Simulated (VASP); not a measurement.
# LaVSe2O (C2/m) in VASP: a series of runs

The runs below take LaVSe2O through single point, with PBE.

Program: VASP 6.6.1. These are calculated values, not measurements. Logs are shortened: lines on timing, memory, paths and dates and some standing lists are left out, and cuts for length are marked.

### Step 1. The cell of the first run

Symmetry: C2/m, No. 12, monoclinic system. Conventional cell: a = 11.858 Å, b = 3.934 Å, c = 8.542 Å, α = 90.00°, β = 90.19°, γ = 90.00°. La (site symmetry m) has 3 O at 2.43 to 2.53 Å and 2 Se at 3.20 Å within 3.2 Å. Within 3.5 Å of Se (site symmetry m) lie 3 V at 2.63 to 2.66 Å and 4 O at 3.25 to 3.40 Å and 3 La at 3.29 Å. Within 3.4 Å of Se (site symmetry m) lie 2 V at 2.60 Å and 3 La at 3.20 to 3.26 Å and 3 Se at 3.31 to 3.39 Å. V (site symmetry 2/m) has 2 O at 1.99 Å within 2.6 Å. Within 3.4 Å of V (site symmetry 2/m) lie 6 Se at 2.60 to 2.63 Å. Within 2.6 Å of O (site symmetry m) lie 1 V at 1.99 Å and 3 La at 2.43 to 2.53 Å.

### Step 2. Single point, PBE

Input file INCAR:

```
SYSTEM = LaVSe2O
PREC = Accurate ; ENCUT = 520
EDIFF = 1E-6 ; ISMEAR = -1
SIGMA = 0.1 ; LREAL = .FALSE.
LASPH = .TRUE. ; NELM = 100
ALGO = Normal ; ISIF = 2
LWAVE = .FALSE. ; LCHARG = .FALSE.
GGA = PE ; NBANDS = 53
```

Input file KPOINTS:

```
regular mesh
0
G
  5 5 2
  0 0 0
```

Input file POSCAR:

```
LaVSe2O
1.0
    0.0000000000      3.9342100000      0.0000000000
    5.9290570000     -1.9671050000      0.0000000000
    0.0285820000      0.0000000000     -8.5415690000
La Se V O
2 4 2 2
Direct
    0.2303200000      0.4606400000      0.8020700000
    0.7696800000      0.5393600000      0.1979300000
    0.9530700000      0.9061400000      0.8005600000
    0.0469300000      0.0938600000      0.1994400000
    0.6406800000      0.2813600000      0.5351700000
    0.3593200000      0.7186400000      0.4648300000
    0.5000000000      0.0000000000      0.0000000000
    0.0000000000      0.0000000000      0.5000000000
    0.6629000000      0.3258000000      0.9418000000
    0.3371000000      0.6742000000      0.0582000000
```

Potentials or basis: VASP PAW PBE potentials, release 64 (La, Se, V_sv, O).

The run is started by

```
$ cat potpaw_PBE.64/La/POTCAR potpaw_PBE.64/Se/POTCAR potpaw_PBE.64/V_sv/POTCAR potpaw_PBE.64/O/POTCAR > POTCAR
$ mpirun -np 1 vasp_std > vasp.out
```

OUTCAR:

```text
SYSTEM = LaVSe2O
   PREC = Accurate
   ENCUT = 520
   EDIFF = 1E-6
   ISMEAR = -1
   LREAL = .FALSE.
   LASPH = .TRUE.
   NELM = 100
   ISIF = 2
   GGA = PE

 ion  position               nearest neighbor table
   1  0.230  0.461  0.802-   9 2.43   9 2.43  10 2.53   5 3.20   5 3.20
   2  0.770  0.539  0.198-  10 2.43  10 2.43   9 2.53   6 3.20   6 3.20
   3  0.953  0.906  0.801-   8 2.63   7 2.66   7 2.66
   4  0.047  0.094  0.199-   8 2.63   7 2.66   7 2.66
   5  0.641  0.281  0.535-   8 2.60   8 2.60   1 3.20   1 3.20
   6  0.359  0.719  0.465-   8 2.60   8 2.60   2 3.20   2 3.20
   7  0.500  0.000  0.000-   9 1.99  10 1.99   3 2.66   4 2.66   4 2.66   3 2.66
   8  0.000  0.000  0.500-   5 2.60   6 2.60   5 2.60   6 2.60   4 2.63   3 2.63
   9  0.663  0.326  0.942-   7 1.99   1 2.43   1 2.43   2 2.53
  10  0.337  0.674  0.058-   7 1.99   2 2.43   2 2.43   1 2.53

  LATTYP: Found a base centered monoclinic cell.
 ALAT       =    11.8581140000
 B/A-ratio  =     0.3317736699
 C/A-ratio  =     0.7203183256
 COS(beta)  =    -0.0033462049

  Lattice vectors:

 A1 = (  -5.9290570000,  -1.9671050000,   0.0000000000)
 A2 = (  -5.9290570000,   1.9671050000,   0.0000000000)
 A3 = (   0.0285820000,   0.0000000000,  -8.5415690000)

Analysis of symmetry for initial positions (statically):
=====================================================================
 Subroutine PRICEL returns:
 Original cell was already a primitive cell.

 Routine SETGRP: Setting up the symmetry group for a
 base centered monoclinic supercell.

 Subroutine GETGRP returns: Found  4 space group operations
 (whereof  4 operations were pure point group operations)
 out of a pool of  4 trial point group operations.

The static configuration has the point symmetry C_2h.

Analysis of symmetry for dynamics (positions and initial velocities):
=====================================================================
 Subroutine PRICEL returns:
 Original cell was already a primitive cell.

 Routine SETGRP: Setting up the symmetry group for a
 base centered monoclinic supercell.

 Subroutine GETGRP returns: Found  4 space group operations
 (whereof  4 operations were pure point group operations)
 out of a pool of  4 trial point group operations.

The dynamic configuration has the point symmetry C_2h.

 Subroutine INISYM returns: Found  4 space group operations
 (whereof  4 operations are pure point group operations),
 and found     1 'primitive' translations

[... 111 lines left out ...]
   POTIM  = 0.5000    time-step for ionic-motion
   TEBEG  =    0.0;   TEEND  =   0.0 temperature during run
   PSTRESS=    0.0 pullay stress
   NELECT =      84.0000    total number of electrons
   NUPDOWN=      -1.0000    fix difference up-down
   EMIN   =  10.00;   EMAX   =-10.00  energy-range for DOS
   EFERMI =   0.00;   METHOD = LEGACY
   ISMEAR =    -1;   SIGMA  =   0.10  broadening in eV -4-tet -1-fermi 0-gaus
   EFERMI_NEDOS =   21; number of points for ismear=-14 and -15
   IALGO  =     38    algorithm
   IMIX   =      4    mixing-type and parameters
     AMIX     =   0.40;   BMIX     =  1.00
     AMIX_MAG =   1.60;   BMIX_MAG =  1.00
  volume/ion in A,a.u.               =      19.92       134.46
  Fermi-wavevector in a.u.,A,eV,Ry     =   1.227555  2.319743 20.502503  1.506891
  Thomas-Fermi vector in A             =   2.362514
   LORBIT       =      0    0 simple, 1 ext, 2 COOP (PROOUT), +10 PAW based schemes
   GGA     = PE    functional components
   LHFCALC =     F    Hartree Fock is set to
   AEXX    =    0.0000 exact exchange contribution
   IVDW    =     0    specifies the selected vdW correction
   LEPSILON=     F    determine dielectric tensor
   LRPA    =     F    only Hartree local field effects (RPA)
 non-spin polarized calculation
  energy-cutoff  :      520.00
  volume of cell :      199.24
 maximum number of plane-waves:      5404
 NGX is ok and might be reduce to    30
   NGX = 15   NGY = 23   NGZ = 31

 number of electron      84.0000005 magnetization

 Free energy of the ion-electron system (eV)
  ---------------------------------------------------
  ext. energy  EPLUGINS =         0.00000000
  ---------------------------------------------------
  free energy    TOTEN  =       -69.75115217 eV

  energy without entropy =      -69.28688699  energy(sigma->0) =      -69.51901958

 E-fermi :   6.9911     XC(G=0): -10.3883

 val. band max:        6.8957960464   @ k =   0.2000  -0.0000   0.5000
 cond. band min:       7.0121402939   @ k =   0.2000   0.2000   0.0000
 fundamental gap:      0.1163442475
 Fermi energy:         6.9911092640

 k-point     1 :       0.0000    0.0000    0.0000
  band No.  band energies     occupation
      1     -58.2244      2.00000
      2     -57.8427      2.00000
      3     -32.3995      2.00000
      4     -31.9066      2.00000
      5     -31.8723      2.00000
      6     -31.7360      2.00000
[... 997 lines left out ...]
     52       8.9678      0.00000
     53       8.9988      0.00000

------------------------ aborting loop because EDIFF is reached ----------------------------------------

  FORCE on cell =-STRESS in cart. coord.  units (eV):
  Direction    XX          YY          ZZ          XY          YZ          ZX
  --------------------------------------------------------------------------------------
  -------------------------------------------------------------------------------------
  Total       -5.9882353     -5.3020634     -4.4969901      0.0000000      0.0000000      0.0756443
  in kB      -48.1535849    -42.6358261    -36.1619379      0.0000000      0.0000000      0.6082837
  external PRESSURE =     -42.3171163 kB  Pullay stress =       0.0000000 kB

 VOLUME and BASIS-vectors are now :
 -----------------------------------------------------------------------------
  energy-cutoff  :      520.00
  volume of cell :      199.24
      direct lattice vectors                 reciprocal lattice vectors
     0.000000000  3.934210000  0.000000000     0.084330442  0.254180636  0.000282189
     5.929057000 -1.967105000  0.000000000     0.168660885  0.000000000  0.000564377
     0.028582000  0.000000000 -8.541569000     0.000000000  0.000000000 -0.117074509

 POSITION                                       TOTAL-FORCE (eV/Angst)
 -----------------------------------------------------------------------------------
      2.75409      0.00000     -6.85094        -0.075927      0.000000     -0.053963
      3.20355      1.96710     -1.69063         0.075927     -0.000000      0.053963
      5.39544      1.96710     -6.83804         0.192797     -0.000000      0.101520
      0.56220      0.00000     -1.70353        -0.192797      0.000000     -0.101520
      1.68350      1.96711     -4.57119        -0.304313      0.000000      0.041621
      4.27414     -0.00000     -3.97038         0.304313      0.000000     -0.041621
      0.00000      1.96711      0.00000         0.000000     -0.000000      0.000000
      0.01429      0.00000     -4.27078         0.000000      0.000000      0.000000
      1.95861      1.96711     -8.04445        -0.380881      0.000000     -0.043762
      3.99903      0.00000     -0.49712         0.380881      0.000000      0.043762
 -----------------------------------------------------------------------------------
    total drift:                                0.000000      0.000000     -0.000000

  FREE ENERGIE OF THE ION-ELECTRON SYSTEM (eV)
  ---------------------------------------------------
  free  energy   TOTEN  =       -69.7511521671 eV

  energy  without entropy=      -69.2868869923  energy(sigma->0) =      -69.51901958
```

OSZICAR:

```text
N       E                     dE             d eps       ncg     rms          rms(c)
DAV:   1     0.113575439112E+04    0.11358E+04   -0.36922E+04  2116   0.210E+03
DAV:   2     0.178346132488E+03   -0.95741E+03   -0.91165E+03  2068   0.497E+02
[... 13 lines left out ...]
DAV:  16    -0.697522895761E+02   -0.23811E-02   -0.41499E-02  2768   0.752E-01    0.594E-01
DAV:  17    -0.697512109657E+02    0.10786E-02   -0.10683E-02  3128   0.473E-01    0.107E-01
DAV:  18    -0.697511868214E+02    0.24144E-04   -0.17662E-03  3176   0.195E-01    0.844E-02
DAV:  19    -0.697511554103E+02    0.31411E-04   -0.51359E-04  3328   0.109E-01    0.278E-02
DAV:  20    -0.697511581686E+02   -0.27583E-05   -0.53744E-05  3056   0.401E-02    0.237E-02
DAV:  21    -0.697511525594E+02    0.56091E-05   -0.27784E-05  2960   0.283E-02    0.118E-02
DAV:  22    -0.697511521671E+02    0.39238E-06   -0.46267E-06  2288   0.120E-02
   1 F= -.69751152E+02 E0= -.69519020E+02  d E =-.464265E+00
```

stdout:

```text
POSCAR found type information on POSCAR LaSeV O
 POSCAR found :  4 types and      10 ions
 scaLAPACK will be used
 LDA part: xc-table for (Slater+PW92), standard interpolation
 POSCAR, INCAR and KPOINTS ok, starting setup
 FFT: planning ... GRIDC
 FFT: planning ... GRID_SOFT
 FFT: planning ... GRID
 WAVECAR not read
 entering main loop
```

Wall time 4 min (1 thread of Intel Xeon 6975P-C (Granite Rapids), shared host); peak memory 0.41 GiB.

Results:

```yaml
Free_energy: -69.7512 eV
Pressure: -4.2 GPa
Largest_force: 0.383 eV/Å
Band_gap_on_the_k_mesh: zero (band 42 reaches 7.11 eV, above the bottom of band 43 at 6.74 eV)
```

Forces on the atoms (eV/Å):
```
La  -0.076  0.000 -0.054
La   0.076  0.000  0.054
Se   0.193  0.000  0.102
Se  -0.193  0.000 -0.102
Se  -0.304  0.000  0.042
Se   0.304  0.000 -0.042
V    0.000  0.000  0.000
V    0.000  0.000  0.000
O   -0.381  0.000 -0.044
O    0.381  0.000  0.044
```

Caveat: the k points lie up to 0.37 Å⁻¹ apart; spin-orbit coupling is left out, which moves the levels of the heavy elements; the run has no spin polarisation, though such a crystal can be magnetic; semilocal functionals often make such compounds metallic where correlation or magnetic order opens a gap, which also shifts bond lengths.

### Step 3. Single point, PBE

Input file INCAR:

```
PREC = Accurate ; ENCUT = 520
EDIFF = 1E-7 ; ISMEAR = -1
SIGMA = 0.1 ; LREAL = F
LASPH = T ; NELM = 100
ALGO = Normal ; ISIF = 2
LWAVE = F ; LCHARG = F
GGA = PE ; NBANDS = 53
```

Input file KPOINTS:

```
Automatic mesh
0
Gamma
  5 5 2
```

POSCAR is that of step 2.

Potentials or basis: VASP PAW PBE potentials, release 64 (La, Se, V_sv, O).

The run is started by

```
$ cat potpaw_PBE.64/La/POTCAR potpaw_PBE.64/Se/POTCAR potpaw_PBE.64/V_sv/POTCAR potpaw_PBE.64/O/POTCAR > POTCAR
$ mpirun -np 1 vasp_std > vasp.out
```

OUTCAR:

```text
PREC = Accurate
   ENCUT = 520
   EDIFF = 1E-7
   ISMEAR = -1
   LREAL = F
   LASPH = T
   NELM = 100
   ISIF = 2
   GGA = PE

 ion  position               nearest neighbor table
   1  0.230  0.461  0.802-   9 2.43   9 2.43  10 2.53   5 3.20   5 3.20
   2  0.770  0.539  0.198-  10 2.43  10 2.43   9 2.53   6 3.20   6 3.20
   3  0.953  0.906  0.801-   8 2.63   7 2.66   7 2.66
   4  0.047  0.094  0.199-   8 2.63   7 2.66   7 2.66
   5  0.641  0.281  0.535-   8 2.60   8 2.60   1 3.20   1 3.20
   6  0.359  0.719  0.465-   8 2.60   8 2.60   2 3.20   2 3.20
[... 1222 lines left out ...]
  in kB      -48.1292611    -42.6468931    -36.1786588      0.0000000      0.0000000      0.6200378
  external PRESSURE =     -42.3182710 kB  Pullay stress =       0.0000000 kB

 VOLUME and BASIS-vectors are now :
 -----------------------------------------------------------------------------
  energy-cutoff  :      520.00
  volume of cell :      199.24
      direct lattice vectors                 reciprocal lattice vectors
     0.000000000  3.934210000  0.000000000     0.084330442  0.254180636  0.000282189
     5.929057000 -1.967105000  0.000000000     0.168660885  0.000000000  0.000564377
     0.028582000  0.000000000 -8.541569000     0.000000000  0.000000000 -0.117074509

 POSITION                                       TOTAL-FORCE (eV/Angst)
 -----------------------------------------------------------------------------------
      2.75409      0.00000     -6.85094        -0.075917     -0.000000     -0.053854
      3.20355      1.96710     -1.69063         0.075917      0.000000      0.053854
      5.39544      1.96710     -6.83804         0.192874      0.000000      0.101708
      0.56220      0.00000     -1.70353        -0.192874     -0.000000     -0.101708
      1.68350      1.96711     -4.57119        -0.304366      0.000000      0.041678
      4.27414     -0.00000     -3.97038         0.304366     -0.000000     -0.041678
      0.00000      1.96711      0.00000        -0.000000      0.000000      0.000000
      0.01429      0.00000     -4.27078        -0.000000     -0.000000      0.000000
      1.95861      1.96711     -8.04445        -0.380499     -0.000000     -0.043773
      3.99903      0.00000     -0.49712         0.380499     -0.000000      0.043773
 -----------------------------------------------------------------------------------
    total drift:                                0.000000      0.000000     -0.000000

  FREE ENERGIE OF THE ION-ELECTRON SYSTEM (eV)
  ---------------------------------------------------
  free  energy   TOTEN  =       -69.7511519178 eV

  energy  without entropy=      -69.2868972637  energy(sigma->0) =      -69.51902459
```

stdout:

```text
POSCAR found type information on POSCAR LaSeV O
 POSCAR found :  4 types and      10 ions
 scaLAPACK will be used
 LDA part: xc-table for (Slater+PW92), standard interpolation
 POSCAR, INCAR and KPOINTS ok, starting setup
 FFT: planning ... GRIDC
 FFT: planning ... GRID_SOFT
 FFT: planning ... GRID
 WAVECAR not read
 entering main loop
```

It took 4.4 min on 1 thread of Intel Xeon 6975P-C (Granite Rapids), shared host; peak memory 0.41 GiB.

Results:

| Quantity | Value |
| --- | --- |
| Free energy | -69.7512 eV |
| Pressure | -4.2 GPa |
| Largest force | 0.383 eV/Å |
| Band gap on the k mesh | zero (band 42 reaches 7.11 eV, above the bottom of band 43 at 6.74 eV) |

Forces on the atoms (eV/Å):
```
La  -0.076  0.000 -0.054
La   0.076  0.000  0.054
Se   0.193  0.000  0.102
Se  -0.193  0.000 -0.102
Se  -0.304  0.000  0.042
Se   0.304  0.000 -0.042
V    0.000  0.000  0.000
V    0.000  0.000  0.000
O   -0.380  0.000 -0.044
O    0.380  0.000  0.044
```

Caveat: the k points lie up to 0.37 Å⁻¹ apart; spin-orbit coupling is left out, which moves the levels of the heavy elements; the run has no spin polarisation, though such a crystal can be magnetic; semilocal functionals often make such compounds metallic where correlation or magnetic order opens a gap, which also shifts bond lengths. With open d or f shells a metallic result of PBE can be an artefact of self-interaction; +U or a hybrid may open a gap.

(Continued in part 2 of 2.)
